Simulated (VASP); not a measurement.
## BaTiO3: single point with PBE

The system is BaTiO3.

```
CELL_PARAMETERS angstrom
3.98550 0.00000 0.00000
0.00000 2.83690 2.84515
0.00000 -2.83690 2.84515
ATOMIC_POSITIONS crystal
Ba 0.00052 0.99985 0.00607
Ti 0.50393 0.51327 0.51997
O 0.50040 0.97716 0.50313
O 0.51683 0.50211 0.00965
O 0.00525 0.48972 0.50255
```

This cell differs from its parent crystal: atoms moved at random.

| Quantity | Value |
| --- | --- |
| Program | VASP 6.6.1 |
| Task | single point |
| Functional | PBE |
| Potentials or basis | VASP PAW PBE potentials, release 64 (Ba_sv, Ti_sv, O) |
| Cutoff | 520 eV |
| k mesh | 7 × 7 × 7 |
| Occupations | fermi-dirac, width 0.05 eV |
| Spin | no spin polarisation |
| Dipole correction | no |
| Further INCAR settings | ALGO = Normal; EDIFF = 1e-06; NBANDS = 28 |

* Pressure: 4.7 GPa
* Largest force: 0.641 eV/Å
* Band gap on the k mesh: 1.94 eV (least direct gap 2.13 eV)

Forces on the atoms (eV/Å):
```
Ba   0.133 -0.092  0.171
Ti  -0.042  0.162  0.039
O    0.059  0.105  0.338
O   -0.272  0.055 -0.577
O    0.122 -0.231  0.029
```

Stress tensor (GPa, compression positive):
```
 4.67  0.04 -0.03
 0.04  4.88  1.23
-0.03  1.23  4.67
```

Levels at points of the mesh, in eV from the valence-band top:
| k point | band 18 | band 19 | band 20 | band 21 | band 22 | band 23 |
| --- | --- | --- | --- | --- | --- | --- |
| (0.00, 0.00, 0.00) | -0.28 | -0.26 | -0.19 | 1.94 | 2.10 | 2.16 |

It took 5.9 min on 1 thread of Intel(R) Xeon(R) Platinum 8259CL CPU @ 2.50GHz (Skylake/Cascade Lake), with other jobs on the host, peak memory 0.4 GiB.

Caveat: the cell differs from its parent crystal (atoms moved at random); the cell stands under pressure; spin-orbit coupling is left out, which moves the levels of the heavy elements. A k mesh can miss the band edges.
